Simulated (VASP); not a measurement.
# Ge (Fd-3m) in VASP: a series of runs

The runs below take Ge through relaxation of cell and atoms, with LDA.

Program: VASP 6.6.1. These are calculated values, not measurements. Logs are shortened: lines on timing, memory, paths and dates and some standing lists are left out, and cuts for length are marked.

## (1) The cell of the first run

Symmetry: Fd-3m, No. 227, cubic system. Conventional cell: a = 4.258 Å, b = 4.258 Å, c = 4.258 Å, α = 90.00°, β = 90.00°, γ = 90.00°. Within 2.4 Å of Ge (site symmetry -43m) lie 4 Ge at 1.84 Å.

## (2) Relaxation of cell and atoms, LDA, target pressure 240 GPa, at which the enthalpy is minimised

The input, INCAR:

```
PREC     = Accurate       # precision mode
ENCUT    = 600            # plane-wave cutoff, eV
EDIFF    = 1E-6           # SCF threshold, eV
ISMEAR   = -1             # smearing method
SIGMA    = 0.1            # smearing width, eV
LREAL    = F              # projectors in reciprocal space
LASPH    = T              # aspherical terms in the spheres
NELM     = 80             # most SCF steps
ALGO     = Normal         # electronic algorithm
ISIF     = 3              # what is computed and relaxed
LWAVE    = F              # write WAVECAR
LCHARG   = F              # write CHGCAR
IBRION   = 2              # ionic algorithm
NSW      = 60             # ionic steps
EDIFFG   = -0.005         # ionic threshold
PSTRESS  = 2400.0
```

The input, KPOINTS:

```
Automatic mesh
0
Gamma
  14 14 14
```

The input, POSCAR:

```
Ge
1.0
    0.0000000000      2.1292429873      2.1292429873
    2.1292429873      0.0000000000      2.1292429873
    2.1292429873      2.1292429873      0.0000000000
Ge
2
Direct
   -0.1250000000     -0.1250000000     -0.1250000000
    0.1250000000      0.1250000000      0.1250000000
```

Potentials or basis: VASP PAW LDA potentials, release 64 (Ge_d).

Run with:

```console
$ cat potpaw_LDA.64/Ge_d/POTCAR > POTCAR
$ mpirun -np 1 vasp_std > vasp.out
```

OUTCAR:

```text
PREC = Accurate
   ENCUT = 600
   EDIFF = 1E-6
   ISMEAR = -1
   LREAL = F
   LASPH = T
   NELM = 80
   ISIF = 3
   IBRION = 2
   NSW = 60
   EDIFFG = -0.005
   PSTRESS = 2400.0

 ion  position               nearest neighbor table
   1  0.875  0.875  0.875-   2 1.84   2 1.84   2 1.84   2 1.84
   2  0.125  0.125  0.125-   1 1.84   1 1.84   1 1.84   1 1.84

  LATTYP: Found a face centered cubic cell.
 ALAT       =     4.2584859746

  Lattice vectors:

 A1 = (   0.0000000000,   2.1292429873,   2.1292429873)
 A2 = (   2.1292429873,   0.0000000000,   2.1292429873)
 A3 = (   2.1292429873,   2.1292429873,   0.0000000000)

Analysis of symmetry for initial positions (statically):
=====================================================================
 Subroutine PRICEL returns:
 Original cell was already a primitive cell.

 Routine SETGRP: Setting up the symmetry group for a
 face centered cubic supercell.

 Subroutine GETGRP returns: Found 48 space group operations
 (whereof 12 operations were pure point group operations)
 out of a pool of 48 trial point group operations.

The static configuration has the point symmetry D_3d.
 The point group associated with its full space group is O_h .

Analysis of symmetry for dynamics (positions and initial velocities):
=====================================================================
 Subroutine PRICEL returns:
 Original cell was already a primitive cell.

 Routine SETGRP: Setting up the symmetry group for a
 face centered cubic supercell.

 Subroutine GETGRP returns: Found 48 space group operations
 (whereof 12 operations were pure point group operations)
 out of a pool of 48 trial point group operations.

The dynamic configuration has the point symmetry D_3d.
 The point group associated with its full space group is O_h .

 Subroutine INISYM returns: Found 48 space group operations
 (whereof 12 operations are pure point group operations),
 and found     1 'primitive' translations

----------------------------------------------------------------------------------------

                                     Primitive cell

  volume of cell :      19.3066

  direct lattice vectors                    reciprocal lattice vectors
     0.000000000  2.129242987  2.129242987    -0.234825242  0.234825242  0.234825242
     2.129242987  0.000000000  2.129242987     0.234825242 -0.234825242  0.234825242
     2.129242987  2.129242987  0.000000000     0.234825242  0.234825242 -0.234825242

  length of vectors
     3.011204310  3.011204310  3.011204310     0.406729250  0.406729250  0.406729250

  position of ions in fractional coordinates (direct lattice)
     0.875000000  0.875000000  0.875000000
     0.125000000  0.125000000  0.125000000

  ion indices of the primitive-cell ions
   primitive index   ion index
                 1           1
                 2           2

----------------------------------------------------------------------------------------

 KPOINTS: Automatic mesh

Automatic generation of k-mesh.
 Grid dimensions read from file:
 generate k-points for:   14   14   14

 Generating k-lattice:

  Cartesian coordinates                     Fractional coordinates (reciprocal lattice)
    -0.016773232  0.016773232  0.016773232     0.071428571  0.000000000  0.000000000
     0.016773232 -0.016773232  0.016773232     0.000000000  0.071428571  0.000000000
     0.016773232  0.016773232 -0.016773232     0.000000000  0.000000000  0.071428571

  Length of vectors
     0.029052089  0.029052089  0.029052089

  Shift w.r.t. Gamma in fractional coordinates (k-lattice)
     0.000000000  0.000000000  0.000000000

 Subroutine IBZKPT returns following result:
 ===========================================

 Found    104 irreducible k-points:

 Following reciprocal coordinates:
            Coordinates               Weight
  0.000000  0.000000  0.000000      1.000000
  0.071429  0.000000  0.000000      8.000000
  0.142857  0.000000  0.000000      8.000000
  0.214286  0.000000  0.000000      8.000000
  0.285714  0.000000  0.000000      8.000000
  0.357143  0.000000  0.000000      8.000000
[... 16 lines left out ...]
  0.214286  0.142857  0.000000     24.000000
  0.285714  0.142857  0.000000     24.000000
 [... further k-points ...]
   k-points           NKPTS =    104   k-points in BZ     NKDIM =    104   number of bands    NBANDS=     18
   number of dos      NEDOS =    301   number of ions     NIONS =      2
   total plane-waves  NPLWV =  13824
   dimension x,y,z NGX =    24 NGY =   24 NGZ =   24
   dimension x,y,z NGXF=    48 NGYF=   48 NGZF=   48
   ions per type =               2
   NGX,Y,Z   is equivalent  to a cutoff of  13.25, 13.25, 13.25 a.u.
   NGXF,Y,Z  is equivalent  to a cutoff of  26.50, 26.50, 26.50 a.u.
 SYSTEM =  unknown system
   PREC   = accura    normal or accurate (medium, high low for compatibility)
   ISTART =      0    job   : 0-new  1-cont  2-samecut
   ICHARG =      2    charge: 1-file 2-atom 10-const
   ISPIN  =      1    spin polarized calculation?
   LNONCOLLINEAR =      F non collinear calculations
   LSORBIT =      F    spin-orbit coupling
   LASPH  =      T    aspherical Exc in radial PAW
   ENCUT  =  600.0 eV  44.10 Ry    6.64 a.u.   6.01  6.01  6.01*2*pi/ulx,y,z
   NELM   =     80;   NELMIN=  2; NELMDL= -5     # of ELM steps
   EDIFF  = 0.1E-05   stopping-criterion for ELM
   LREAL  =      F    real-space projection
   EDIFFG = -.5E-02   stopping-criterion for IOM
   NSW    =     60    number of steps for IOM
   IBRION =      2    ionic relax: 0-MD 1-quasi-New 2-CG
   NFREE  =      1    steps in history (QN), initial steepest desc. (CG)
   ISIF   =      3    stress and relaxation
   ISYM   =      2    0-nonsym 1-usesym 2-fastsym
   POTIM  = 0.5000    time-step for ionic-motion
   TEBEG  =    0.0;   TEEND  =   0.0 temperature during run
   PSTRESS= 2400.0 pullay stress
   NELECT =      28.0000    total number of electrons
   NUPDOWN=      -1.0000    fix difference up-down
   EMIN   =  10.00;   EMAX   =-10.00  energy-range for DOS
   EFERMI =   0.00;   METHOD = LEGACY
   ISMEAR =    -1;   SIGMA  =   0.10  broadening in eV -4-tet -1-fermi 0-gaus
   EFERMI_NEDOS =   21; number of points for ismear=-14 and -15
   IALGO  =     38    algorithm
   IMIX   =      4    mixing-type and parameters
     AMIX     =   0.40;   BMIX     =  1.00
     AMIX_MAG =   1.60;   BMIX_MAG =  1.00
  volume/ion in A,a.u.               =       9.65        65.14
  Fermi-wavevector in a.u.,A,eV,Ry     =   1.853072  3.501798 46.720715  3.433876
  Thomas-Fermi vector in A             =   2.902686
   LORBIT       =      0    0 simple, 1 ext, 2 COOP (PROOUT), +10 PAW based schemes
   GGA     = CA    functional components
   LHFCALC =     F    Hartree Fock is set to
   AEXX    =    0.0000 exact exchange contribution
   IVDW    =     0    specifies the selected vdW correction
   LEPSILON=     F    determine dielectric tensor
   LRPA    =     F    only Hartree local field effects (RPA)
 conjugate gradient relaxation of ions
 non-spin polarized calculation
  energy-cutoff  :      600.00
  volume of cell :       19.31
 maximum number of plane-waves:       656
   NGX = 13   NGY = 13   NGZ = 13

--------------------------------------- Ionic step        1  -------------------------------------------

 number of electron      28.0000020 magnetization

 Free energy of the ion-electron system (eV)
  ---------------------------------------------------
  ext. energy  EPLUGINS =         0.00000000
  ---------------------------------------------------
  free energy    TOTEN  =         4.40126814 eV

  energy without entropy =        4.41027969  energy(sigma->0) =        4.40577391

------------------------ aborting loop because EDIFF is reached ----------------------------------------

  FORCE on cell =-STRESS in cart. coord.  units (eV):
  Direction    XX          YY          ZZ          XY          YZ          ZX
  --------------------------------------------------------------------------------------
  -------------------------------------------------------------------------------------
  Total       49.0215069     49.0215069     49.0215069      0.0000000      0.0000000      0.0000000
  in kB     4068.0995047   4068.0995047   4068.0995047      0.0000000      0.0000000      0.0000000
  external PRESSURE =    1668.0995047 kB  Pullay stress =    2400.0000000 kB
[... 23 lines left out ...]
  enthalpy is  TOTEN    =        33.3218037336 eV   P V=       28.9205355975

--------------------------------------- Ionic step        2  -------------------------------------------

 number of electron      28.0000053 magnetization

 E-fermi :   1.8132     XC(G=0):  -8.8177

 val. band max:        1.7683495737   @ k =   0.0714   0.0714   0.0000
 cond. band min:       1.8325610345   @ k =   0.2143   0.0000   0.0000
 fundamental gap:      0.0642114608
 Fermi energy:         1.8131997434

 k-point     1 :       0.0000    0.0000    0.0000
  band No.  band energies     occupation
      1     -22.8101      2.00000
      2     -22.8101      2.00000
      3     -22.8101      2.00000
      4     -22.7946      2.00000
      5     -22.7946      2.00000
      6     -22.7130      2.00000
[... 10 lines left out ...]
     17       4.2830      0.00000
     18       4.2830      0.00000
[... 550 lines left out ...]
  FREE ENERGIE OF THE ION-ELECTRON SYSTEM (eV)
  ---------------------------------------------------
  free  energy   TOTEN  =        -5.3571206445 eV

  energy  without entropy=       -5.3502149959  energy(sigma->0) =       -5.35366782

  enthalpy is  TOTEN    =        32.9904218680 eV   P V=       38.3475425125

[... ionic steps 4 to 8 ...]

--------------------------------------- Ionic step        9  -------------------------------------------

 number of electron      28.0000025 magnetization

------------------------ aborting loop because EDIFF is reached ----------------------------------------

  FORCE on cell =-STRESS in cart. coord.  units (eV):
  Direction    XX          YY          ZZ          XY          YZ          ZX
  --------------------------------------------------------------------------------------
  -------------------------------------------------------------------------------------
  Total       33.4471119     33.4471119     33.4471119     -0.0000000      0.0000000      0.0000000
  in kB     2397.0633713   2397.0633713   2397.0633713     -0.0000000      0.0000000      0.0000000
  external PRESSURE =      -2.9366287 kB  Pullay stress =    2400.0000000 kB
[... 61 lines left out ...]
  enthalpy is  TOTEN    =        31.8908830055 eV   P V=       33.4849630463

--------------------------------------- Ionic step       11  -------------------------------------------

 number of electron      28.0000025 magnetization

 Free energy of the ion-electron system (eV)
  ---------------------------------------------------
  ext. energy  EPLUGINS =         0.00000000
  ---------------------------------------------------
  free energy    TOTEN  =        -1.59564181 eV

  energy without entropy =       -1.58710791  energy(sigma->0) =       -1.59137486

 E-fermi :  14.1811     XC(G=0): -14.1396

 val. band max:       14.1303964569   @ k =   0.1429   0.0714   0.0000
 cond. band min:      14.2600554441   @ k =   0.5000   0.3571   0.0000
 fundamental gap:      0.1296589871
 Fermi energy:        14.1811454880

 k-point     1 :       0.0000    0.0000    0.0000
  band No.  band energies     occupation
      1     -13.2214      2.00000
      2     -13.2214      2.00000
      3     -13.2214      2.00000
      4     -13.1123      2.00000
      5     -13.1123      2.00000
      6     -12.0363      2.00000
[... 10 lines left out ...]
     17      17.2940      0.00000
     18      22.0744      0.00000
[... 512 lines left out ...]
  FREE ENERGIE OF THE ION-ELECTRON SYSTEM (eV)
  ---------------------------------------------------
  free  energy   TOTEN  =        -1.5956418055 eV

  energy  without entropy=       -1.5871079127  energy(sigma->0) =       -1.59137486

  enthalpy is  TOTEN    =        31.8908835948 eV   P V=       33.4865254003

 reached required accuracy - stopping structural energy minimisation
```

It took 77 s on 1 thread of Intel Xeon 6975P-C (Granite Rapids), shared host; peak memory 0.16 GiB.

What came out:

| Item | Value |
| --- | --- |
| Free energy | -1.5956 eV |
| Relaxed volume | 11.18 Å³/atom |
| Relaxed cell | a = 3.162 Å, b = 3.162 Å, c = 3.162 Å, α = 60.00°, β = 60.00°, γ = 60.00° |
| Space group after relaxing (to 0.1 Å) | Fd-3m (No. 227) |
| Energy change on relaxing (the run minimises the enthalpy) | -2998.5 meV/atom |
| Ionic steps | 11 |
| Pressure after relaxing | 240.0 GPa |
| Band gap on the k mesh | zero (bands 14 and 15 overlap by 1.37 eV) |

Step by step:
```tsv
step	energy change (eV)	largest force (eV/Å)	pressure (GPa)	volume (Å³)
1	0.0000	0.0000	406.81	19.31
2	-13.6823	0.0000	-16.12	63.21
3	-9.7584	0.0000	141.12	25.60
4	-6.4771	0.0000	226.22	22.68
5	-5.9550	0.0000	240.72	22.33
6	-6.0499	0.0000	238.43	22.39
7	-5.6081	0.0000	250.13	22.10
8	-5.9939	0.0000	240.14	22.35
9	-5.9985	0.0000	239.71	22.36
10	-5.9954	0.0000	240.18	22.35
11	-5.9969	0.0000	239.96	22.35
```

Final structure:
```
CELL_PARAMETERS angstrom
0.00000 2.23587 2.23587
2.23587 0.00000 2.23587
2.23587 2.23587 0.00000
ATOMIC_POSITIONS crystal
Ge 0.87500 0.87500 0.87500
Ge 0.12500 0.12500 0.12500
```

Levels at points of the mesh, in eV from the Fermi level:
```
           k point  band 10  band 11  band 12  band 13  band 14  band 15  band 16  band 17  band 18
(0.00, 0.00, 0.00)   -25.95   -19.96     0.94     0.94     0.94     3.11     3.11     3.11     7.89
(0.50, 0.00, 0.00)   -25.92   -15.17   -12.74    -2.15    -2.15     3.87     4.12     4.12     6.86
(0.50, 0.50, 0.00)   -25.84   -12.49   -12.49    -5.96    -5.96    -0.31    -0.31    17.10    17.10
```

Caveat: the cell is relaxed towards a set pressure, so the run minimises the enthalpy, not the energy; the volume moved by over 15 % at a fixed basis, so the end points are rough.

## (3) Relaxation of cell and atoms, LDA, target pressure 240 GPa, at which the enthalpy is minimised

This run uses another cell than the first one, of 11.02 Å³/atom.

The input, INCAR:

```
SYSTEM = Ge
PREC = Accurate
ENCUT = 600
EDIFF = 1E-6
ISMEAR = -1
SIGMA = 0.1
LREAL = .FALSE.
LASPH = .TRUE.
NELM = 100
ALGO = Normal
ISIF = 3
LWAVE = .FALSE.
LCHARG = .FALSE.
GGA = CA
IBRION = 2
NSW = 32
EDIFFG = -0.005
PSTRESS = 2400.0
```

The input, KPOINTS:

```
Automatic mesh
0
G
  14 14 14
  0 0 0
```

The input, POSCAR:

```
Ge
1.0
    0.0000000000      2.2255402487      2.2255402487
    2.2255402487      0.0000000000      2.2255402487
    2.2255402487      2.2255402487      0.0000000000
Ge
2
Direct
   -0.1250000000     -0.1250000000     -0.1250000000
    0.1250000000      0.1250000000      0.1250000000
```

Potentials or basis: VASP PAW LDA potentials, release 64 (Ge_d).

Run with:

```console
$ cat potpaw_LDA.64/Ge_d/POTCAR > POTCAR
$ mpirun -np 1 vasp_std > vasp.out
```

It took 72 s on 1 thread of Intel Xeon 6975P-C (Granite Rapids), shared host; peak memory 0.17 GiB.

It converged, with:

```
Free energy                                                : -1.5848 eV
Relaxed volume                                             : 11.17 Å³/atom
Relaxed cell                                               : a = 3.162 Å, b = 3.162 Å, c = 3.162 Å, α = 60.00°, β = 60.00°, γ = 60.00°
Space group after relaxing (to 0.1 Å)                      : Fd-3m (No. 227)
Energy change on relaxing (the run minimises the enthalpy) : -231.1 meV/atom
Ionic steps                                                : 5
Pressure after relaxing                                    : 240.0 GPa
Band gap on the k mesh                                     : zero (bands 14 and 15 overlap by 1.37 eV)
```

The path:
| step | energy change (eV) | largest force (eV/Å) | pressure (GPa) | volume (Å³) |
| --- | --- | --- | --- | --- |
| 1 | 0.0000 | 0.0000 | 252.50 | 22.05 |
| 2 | -3.5897 | 0.0000 | 157.87 | 24.91 |
| 3 | -0.4925 | 0.0000 | 238.58 | 22.37 |
| 4 | -0.4424 | 0.0000 | 240.94 | 22.33 |
| 5 | -0.4623 | 0.0000 | 239.99 | 22.35 |

Final structure:
```xyz
2
Lattice="0.0000 2.2356 2.2356 2.2356 0.0000 2.2356 2.2356 2.2356 0.0000" Properties=species:S:1:pos:R:3 pbc="T T T"
Ge    3.9123    3.9123    3.9123
Ge    0.5589    0.5589    0.5589
```

Levels at points of the mesh, in eV from the Fermi level:
```tsv
k point	band 12	band 13	band 14	band 15	band 16	band 17
(0.00, 0.00, 0.00)	0.94	0.94	0.94	3.11	3.11	3.11
(0.50, 0.00, 0.00)	-12.74	-2.15	-2.15	3.87	4.12	4.12
(0.50, 0.50, 0.00)	-12.49	-5.97	-5.97	-0.31	-0.31	17.10
```

Caveat: the cell is relaxed towards a set pressure, so the run minimises the enthalpy, not the energy.
